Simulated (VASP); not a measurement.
TiC (NiAs type), 4 atoms in the cell. The structure is hexagonal, space group P6_3/mmc (No. 194). Conventional cell: a = 2.870 Å, b = 2.870 Å, c = 4.448 Å, α = 90.00°, β = 90.00°, γ = 120.00°. Ti (site symmetry -3m) has 6 C at 2.00 Å and 2 Ti at 2.22 Å within 2.6 Å. Within 2.6 Å of C (site symmetry -6m2) lie 6 Ti at 2.00 Å. 

- Program: VASP 6.6.1
- Task: relaxation of cell and atoms
- Functional: PBE
- Potentials or basis: VASP PAW PBE potentials, release 64 (Ti_sv, C)
- Cutoff: 600 eV
- k mesh: 11 × 11 × 7
- Occupations: fermi-dirac, width 0.05 eV
- Spin: no spin polarisation
- Target pressure: 100 GPa
- Dipole correction: no
- Further INCAR settings: ALGO = Normal; EDIFF = 1e-07; IBRION = 2; EDIFFG = -0.005; NSW = 60; ISIF = 3

Potentials or basis: VASP PAW PBE potentials, release 64 (Ti_sv, C).

Launch:

```console
$ cat potpaw_PBE.64/Ti_sv/POTCAR potpaw_PBE.64/C/POTCAR > POTCAR
$ mpirun -np 1 vasp_std > vasp.out
```

Hardware: 1 thread of Intel(R) Xeon(R) 6975P-C (Granite Rapids), with other jobs on the host.

Q: Estimate the wall time of this run.

A: Run time: 2.2 min on 1 thread of Intel(R) Xeon(R) 6975P-C (Granite Rapids), with other jobs on the host, peak memory 0.19 GiB. Counts: scf iterations 104, k points 64, ion steps 10.
